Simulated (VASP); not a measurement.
# Sn (Fd-3m) in VASP: notebook

Sn is run at these levels: LDA; tasks: single point.

All numbers are computed with VASP 6.6.1; they aren't measurements. Logs are shortened: lines on timing, memory, paths and dates and some standing lists are left out, and cuts for length are marked.

**1. The cell of the first run**

It takes space group Fd-3m (No. 227, cubic). Conventional cell: a = 6.552 Å, b = 6.552 Å, c = 6.552 Å, α = 90.00°, β = 90.00°, γ = 90.00°. Within 3.7 Å of Sn (site symmetry -43m) lie 4 Sn at 2.84 Å.

**2. Single point, LDA (volume scaled by 1.04)**

Input file INCAR:

```
SYSTEM = Sn
PREC = Accurate
ENCUT = 520
EDIFF = 1E-7
ISMEAR = -1
SIGMA = 0.05
LREAL = .FALSE.
LASPH = .TRUE.
NELM = 80
ALGO = Fast
ISIF = 2
LWAVE = .FALSE.
LCHARG = .FALSE.
NBANDS = 21
```

Input file KPOINTS:

```
Automatic mesh
0
G
  7 7 7
  0 0 0
```

Input file POSCAR:

```
Sn
1.0
    0.0000000000      3.2758916636      3.2758916636
    3.2758916636      0.0000000000      3.2758916636
    3.2758916636      3.2758916636      0.0000000000
Sn
2
Direct
    0.7500000000      0.7500000000      0.7500000000
    0.5000000000      0.5000000000      0.5000000000
```

Potentials or basis: VASP PAW LDA potentials, release 64 (Sn_d).

The run is started by

```
$ cat potpaw_LDA.64/Sn_d/POTCAR > POTCAR
$ mpirun -np 1 vasp_std > vasp.out
```

OUTCAR:

```text
SYSTEM = Sn
   PREC = Accurate
   ENCUT = 520
   EDIFF = 1E-7
   ISMEAR = -1
   LREAL = .FALSE.
   LASPH = .TRUE.
   NELM = 80
   ISIF = 2

 ion  position               nearest neighbor table
   1  0.750  0.750  0.750-   2 2.84   2 2.84   2 2.84   2 2.84
   2  0.500  0.500  0.500-   1 2.84   1 2.84   1 2.84   1 2.84

  LATTYP: Found a face centered cubic cell.
 ALAT       =     6.5517833272

  Lattice vectors:

 A1 = (   0.0000000000,   3.2758916636,   3.2758916636)
 A2 = (   3.2758916636,   0.0000000000,   3.2758916636)
 A3 = (   3.2758916636,   3.2758916636,   0.0000000000)

Analysis of symmetry for initial positions (statically):
=====================================================================
 Subroutine PRICEL returns:
 Original cell was already a primitive cell.

 Routine SETGRP: Setting up the symmetry group for a
 face centered cubic supercell.

 Subroutine GETGRP returns: Found 48 space group operations
 (whereof 24 operations were pure point group operations)
 out of a pool of 48 trial point group operations.

The static configuration has the point symmetry T_d .
 The point group associated with its full space group is O_h .

Analysis of symmetry for dynamics (positions and initial velocities):
=====================================================================
 Subroutine PRICEL returns:
 Original cell was already a primitive cell.

 Routine SETGRP: Setting up the symmetry group for a
 face centered cubic supercell.

 Subroutine GETGRP returns: Found 48 space group operations
 (whereof 24 operations were pure point group operations)
 out of a pool of 48 trial point group operations.

The dynamic configuration has the point symmetry T_d .
 The point group associated with its full space group is O_h .

 Subroutine INISYM returns: Found 48 space group operations
 (whereof 24 operations are pure point group operations),
 and found     1 'primitive' translations

----------------------------------------------------------------------------------------

                                     Primitive cell

  volume of cell :      70.3102

  direct lattice vectors                    reciprocal lattice vectors
     0.000000000  3.275891664  3.275891664    -0.152630200  0.152630200  0.152630200
     3.275891664  0.000000000  3.275891664     0.152630200 -0.152630200  0.152630200
     3.275891664  3.275891664  0.000000000     0.152630200  0.152630200 -0.152630200

  length of vectors
     4.632810420  4.632810420  4.632810420     0.264363261  0.264363261  0.264363261

  position of ions in fractional coordinates (direct lattice)
     0.750000000  0.750000000  0.750000000
     0.500000000  0.500000000  0.500000000

  ion indices of the primitive-cell ions
   primitive index   ion index
                 1           1
                 2           2

----------------------------------------------------------------------------------------

 KPOINTS: Automatic mesh

Automatic generation of k-mesh.
 Grid dimensions read from file:
 generate k-points for:    7    7    7

 Generating k-lattice:

  Cartesian coordinates                     Fractional coordinates (reciprocal lattice)
    -0.021804314  0.021804314  0.021804314     0.142857143  0.000000000  0.000000000
     0.021804314 -0.021804314  0.021804314     0.000000000  0.142857143  0.000000000
     0.021804314  0.021804314 -0.021804314     0.000000000  0.000000000  0.142857143

  Length of vectors
     0.037766180  0.037766180  0.037766180

  Shift w.r.t. Gamma in fractional coordinates (k-lattice)
     0.000000000  0.000000000  0.000000000

 Subroutine IBZKPT returns following result:
 ===========================================

 Found     20 irreducible k-points:

 Following reciprocal coordinates:
            Coordinates               Weight
  0.000000  0.000000  0.000000      1.000000
  0.142857  0.000000  0.000000      8.000000
  0.285714  0.000000  0.000000      8.000000
  0.428571  0.000000  0.000000      8.000000
  0.142857  0.142857  0.000000      6.000000
  0.285714  0.142857  0.000000     24.000000
[... 12 lines left out ...]
 -0.428571  0.428571  0.142857     24.000000
 -0.285714  0.428571  0.142857     24.000000
   k-points           NKPTS =     20   k-points in BZ     NKDIM =     20   number of bands    NBANDS=     21
   number of dos      NEDOS =    301   number of ions     NIONS =      2
   total plane-waves  NPLWV =  46656
   dimension x,y,z NGX =    36 NGY =   36 NGZ =   36
   dimension x,y,z NGXF=    72 NGYF=   72 NGZF=   72
   ions per type =               2
   NGX,Y,Z   is equivalent  to a cutoff of  12.92, 12.92, 12.92 a.u.
   NGXF,Y,Z  is equivalent  to a cutoff of  25.84, 25.84, 25.84 a.u.
 SYSTEM =  Sn
   PREC   = accura    normal or accurate (medium, high low for compatibility)
   ISTART =      0    job   : 0-new  1-cont  2-samecut
   ICHARG =      2    charge: 1-file 2-atom 10-const
   ISPIN  =      1    spin polarized calculation?
   LNONCOLLINEAR =      F non collinear calculations
   LSORBIT =      F    spin-orbit coupling
   LASPH  =      T    aspherical Exc in radial PAW
   ENCUT  =  520.0 eV  38.22 Ry    6.18 a.u.   8.61  8.61  8.61*2*pi/ulx,y,z
   NELM   =     80;   NELMIN=  2; NELMDL= -5     # of ELM steps
   EDIFF  = 0.1E-06   stopping-criterion for ELM
   LREAL  =      F    real-space projection
   EDIFFG = 0.1E-05   stopping-criterion for IOM
   NSW    =      0    number of steps for IOM
   IBRION =     -1    ionic relax: 0-MD 1-quasi-New 2-CG
   NFREE  =      0    steps in history (QN), initial steepest desc. (CG)
   ISIF   =      2    stress and relaxation
   ISYM   =      2    0-nonsym 1-usesym 2-fastsym
   POTIM  = 0.5000    time-step for ionic-motion
   TEBEG  =    0.0;   TEEND  =   0.0 temperature during run
   PSTRESS=    0.0 pullay stress
   NELECT =      28.0000    total number of electrons
   NUPDOWN=      -1.0000    fix difference up-down
   EMIN   =  10.00;   EMAX   =-10.00  energy-range for DOS
   EFERMI =   0.00;   METHOD = LEGACY
   ISMEAR =    -1;   SIGMA  =   0.05  broadening in eV -4-tet -1-fermi 0-gaus
   EFERMI_NEDOS =   21; number of points for ismear=-14 and -15
   IALGO  =     68    algorithm
   IMIX   =      4    mixing-type and parameters
     AMIX     =   0.40;   BMIX     =  1.00
     AMIX_MAG =   1.60;   BMIX_MAG =  1.00
  volume/ion in A,a.u.               =      35.16       237.24
  Fermi-wavevector in a.u.,A,eV,Ry     =   1.204448  2.276076 19.737897  1.450694
  Thomas-Fermi vector in A             =   2.340173
   LORBIT       =      0    0 simple, 1 ext, 2 COOP (PROOUT), +10 PAW based schemes
   GGA     = CA    functional components
   LHFCALC =     F    Hartree Fock is set to
   AEXX    =    0.0000 exact exchange contribution
   IVDW    =     0    specifies the selected vdW correction
   LEPSILON=     F    determine dielectric tensor
   LRPA    =     F    only Hartree local field effects (RPA)
 non-spin polarized calculation
 RMM-DIIS sequential band-by-band and
  energy-cutoff  :      520.00
  volume of cell :       70.31
 maximum number of plane-waves:      1917
   NGX = 17   NGY = 17   NGZ = 17

 number of electron      27.9999985 magnetization

 Free energy of the ion-electron system (eV)
  ---------------------------------------------------
  ext. energy  EPLUGINS =         0.00000000
  ---------------------------------------------------
  free energy    TOTEN  =        -8.91494865 eV

  energy without entropy =       -8.91150257  energy(sigma->0) =       -8.91322561

 E-fermi :   4.9350     XC(G=0):  -9.0700

 val. band max:        4.8199231399   @ k =   0.1429   0.0000   0.0000
 cond. band min:       4.9460776685   @ k =   0.4286   0.0000   0.0000
 fundamental gap:      0.1261545286
 Fermi energy:         4.9350227686

 k-point     1 :       0.0000    0.0000    0.0000
  band No.  band energies     occupation
      1     -16.4874      2.00000
      2     -16.4874      2.00000
      3     -16.4874      2.00000
      4     -16.4299      2.00000
      5     -16.4299      2.00000
      6     -16.1406      2.00000
[... 13 lines left out ...]
     20      13.0385      0.00000
     21      13.0393      0.00000

 k-point     2 :       0.1429    0.0000    0.0000
  band No.  band energies     occupation
      1     -16.4995      2.00000
      2     -16.4995      2.00000
      3     -16.4828      2.00000
      4     -16.4126      2.00000
      5     -16.4126      2.00000
      6     -16.1653      2.00000
[... 13 lines left out ...]
     20      12.0621      0.00000
     21      12.0622      0.00000

 k-point     3 :       0.2857    0.0000    0.0000
  band No.  band energies     occupation
      1     -16.5141      2.00000
      2     -16.5141      2.00000
      3     -16.4721      2.00000
      4     -16.3876      2.00000
      5     -16.3876      2.00000
      6     -16.1872      2.00000
[... 13 lines left out ...]
     20      12.0622      0.00000
     21      12.0622      0.00000

 k-point     4 :       0.4286    0.0000    0.0000
  band No.  band energies     occupation
      1     -16.5207      2.00000
      2     -16.5207      2.00000
      3     -16.4630      2.00000
      4     -16.3747      2.00000
      5     -16.3747      2.00000
      6     -16.1969      2.00000
[... 13 lines left out ...]
     20      13.2593      0.00000
     21      13.2593      0.00000

 k-point     5 :       0.1429    0.1429    0.0000
  band No.  band energies     occupation
      1     -16.4977      2.00000
      2     -16.4977      2.00000
      3     -16.4946      2.00000
      4     -16.4149      2.00000
      5     -16.3936      2.00000
      6     -16.1999      2.00000
[... 13 lines left out ...]
     20      11.1196      0.00000
     21      13.2612      0.00000
[... 286 lines left out ...]
     20      13.1571      0.00000
     21      13.8628      0.00000

 k-point    18 :      -0.4286    0.2857    0.1429
  band No.  band energies     occupation
      1     -16.5492      2.00000
      2     -16.5358      2.00000
      3     -16.4160      2.00000
      4     -16.3466      2.00000
      5     -16.3175      2.00000
      6     -16.2734      2.00000
[... 13 lines left out ...]
     20      13.3299      0.00000
     21      14.0482      0.00000

 k-point    19 :      -0.4286    0.4286    0.1429
  band No.  band energies     occupation
      1     -16.5454      2.00000
      2     -16.5431      2.00000
      3     -16.4084      2.00000
      4     -16.3426      2.00000
      5     -16.3153      2.00000
      6     -16.2626      2.00000
[... 13 lines left out ...]
     20      13.8318      0.00000
     21      15.1404      0.00000

 k-point    20 :      -0.2857    0.4286    0.1429
  band No.  band energies     occupation
      1     -16.5557      2.00000
      2     -16.5439      2.00000
      3     -16.3860      2.00000
      4     -16.3225      2.00000
      5     -16.3054      2.00000
      6     -16.2756      2.00000
[... 13 lines left out ...]
     20      13.6635      0.00000
     21      15.2651      0.00000

------------------------ aborting loop because EDIFF is reached ----------------------------------------

  FORCE on cell =-STRESS in cart. coord.  units (eV):
  Direction    XX          YY          ZZ          XY          YZ          ZX
  --------------------------------------------------------------------------------------
  -------------------------------------------------------------------------------------
  Total       -0.6403176     -0.6403176     -0.6403176      0.0000000      0.0000000      0.0000000
  in kB      -14.5910801    -14.5910801    -14.5910801      0.0000000      0.0000000      0.0000000
  external PRESSURE =     -14.5910801 kB  Pullay stress =       0.0000000 kB

 VOLUME and BASIS-vectors are now :
 -----------------------------------------------------------------------------
  energy-cutoff  :      520.00
  volume of cell :       70.31
      direct lattice vectors                 reciprocal lattice vectors
     0.000000000  3.275891664  3.275891664    -0.152630200  0.152630200  0.152630200
     3.275891664  0.000000000  3.275891664     0.152630200 -0.152630200  0.152630200
     3.275891664  3.275891664  0.000000000     0.152630200  0.152630200 -0.152630200

 POSITION                                       TOTAL-FORCE (eV/Angst)
 -----------------------------------------------------------------------------------
      4.91384      4.91384      4.91384        -0.000000     -0.000000     -0.000000
      3.27589      3.27589      3.27589         0.000000      0.000000      0.000000
 -----------------------------------------------------------------------------------
    total drift:                                0.000000      0.000000      0.000000

  FREE ENERGIE OF THE ION-ELECTRON SYSTEM (eV)
  ---------------------------------------------------
  free  energy   TOTEN  =        -8.9149486504 eV

  energy  without entropy=       -8.9115025712  energy(sigma->0) =       -8.91322561
```

It took 25 s on 1 thread of Intel Xeon 6975P-C, shared host; peak memory 0.17 GiB.

What came out:

| Property | Result |
| --- | --- |
| Free energy | -8.9149 eV |
| Pressure | -1.5 GPa |
| Band gap on the k mesh | zero (band 14 reaches 5.16 eV, above the bottom of band 15 at 4.95 eV) |

Caveat: spin-orbit coupling is left out, which moves the levels of the heavy elements.

**3. Single point, LDA (volume scaled by 1.06)**

Input file INCAR:

```
SYSTEM = Sn
ALGO = Fast
EDIFF = 1E-6
ENCUT = 520
GGA = CA
ISIF = 2
ISMEAR = -1
LASPH = .TRUE.
LCHARG = .FALSE.
LREAL = .FALSE.
LWAVE = .FALSE.
NBANDS = 21
NELM = 80
PREC = Accurate
SIGMA = 0.05
```

Input file KPOINTS:

```
k-points
0
G
  7 7 7
  0 0 0
```

Input file POSCAR:

```
Sn
1.0
    0.0000000000      3.2967577782      3.2967577782
    3.2967577782      0.0000000000      3.2967577782
    3.2967577782      3.2967577782      0.0000000000
Sn
2
Direct
    0.7500000000      0.7500000000      0.7500000000
    0.5000000000      0.5000000000      0.5000000000
```

Potentials or basis: VASP PAW LDA potentials, release 64 (Sn_d).

The run is started by

```
$ cat potpaw_LDA.64/Sn_d/POTCAR > POTCAR
$ mpirun -np 1 vasp_std > vasp.out
```

Run time: 23 s. Hardware: 1 thread of Intel Xeon 6975P-C, shared host; peak memory 0.17 GiB.

The run converged. Its results:

```
Free energy            : -8.9002 eV
Pressure               : -2.2 GPa
Band gap on the k mesh : zero (band 14 reaches 4.96 eV, above the bottom of band 15 at 4.72 eV)
```

Levels at points of the mesh, in eV from the Fermi level:
| k point | band 10 | band 11 | band 12 | band 13 | band 14 | band 15 | band 16 | band 17 | band 18 | band 19 |
| --- | --- | --- | --- | --- | --- | --- | --- | --- | --- | --- |
| (0.00, 0.00, 0.00) | -21.04 | -10.19 | -0.97 | 0.24 | 0.24 | 0.24 | 2.29 | 2.29 | 2.29 | 4.96 |

Caveat: spin-orbit coupling is left out, which moves the levels of the heavy elements.

[end of part 1 of 3]
